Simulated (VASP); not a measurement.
Here is a VASP 6.6.1 calculation.

File INCAR:

```
PREC     = Accurate       # precision mode
ENCUT    = 600            # plane-wave cutoff, eV
EDIFF    = 1E-7           # SCF threshold, eV
ISMEAR   = -1             # smearing method
SIGMA    = 0.05           # smearing width, eV
LREAL    = False          # projectors in reciprocal space
LASPH    = True           # aspherical terms in the spheres
NELM     = 60             # most SCF steps
ALGO     = Normal         # electronic algorithm
ISIF     = 3              # what is computed and relaxed
LWAVE    = False          # write WAVECAR
LCHARG   = False          # write CHGCAR
GGA      = PS             # functional
IVDW     = 12             # dispersion correction
IBRION   = 2              # ionic algorithm
NSW      = 60             # ionic steps
EDIFFG   = -0.01          # ionic threshold
```

File KPOINTS:

```
Automatic mesh
0
Gamma
  8 8 4
```

Contents of POSCAR:

```
TiTe2
1.0
    3.7770000000      0.0000000000      0.0000000000
   -1.8885000000      3.2709779501      0.0000000000
    0.0000000000      0.0000000000      6.4980000000
Te Ti
2 1
Direct
    0.3333333333      0.6666666667      0.7372000000
    0.6666666667      0.3333333333      0.2628000000
    0.0000000000      0.0000000000      0.0000000000
```

Potentials or basis: VASP PAW PBE potentials, release 64 (Te, Ti_sv).

Run with:

```bash
$ cat potpaw_PBE.64/Te/POTCAR potpaw_PBE.64/Ti_sv/POTCAR > POTCAR
$ mpirun -np 1 vasp_std > vasp.out
```

**Question.** What does it give for the relaxed cell?

**Answer.** a = 3.627 Å, b = 3.627 Å, c = 6.199 Å, α = 90.00°, β = 90.00°, γ = 120.00°.

**Question.** What does it give for the dispersion energy per atom?

**Answer.** -0.535 eV.

**Question.** Estimate the band gap on the k mesh.

**Answer.** Zero (bands 12 and 13 overlap by 0.80 eV).

Forces on the atoms (eV/Å):
```
Te   0.000  0.000  0.005
Te   0.000  0.000 -0.005
Ti   0.000  0.000  0.000
```

Caveat: the PAW data sets were made with another functional, which shifts forces and pressure a little; spin-orbit coupling is left out, which moves the levels of the heavy elements.
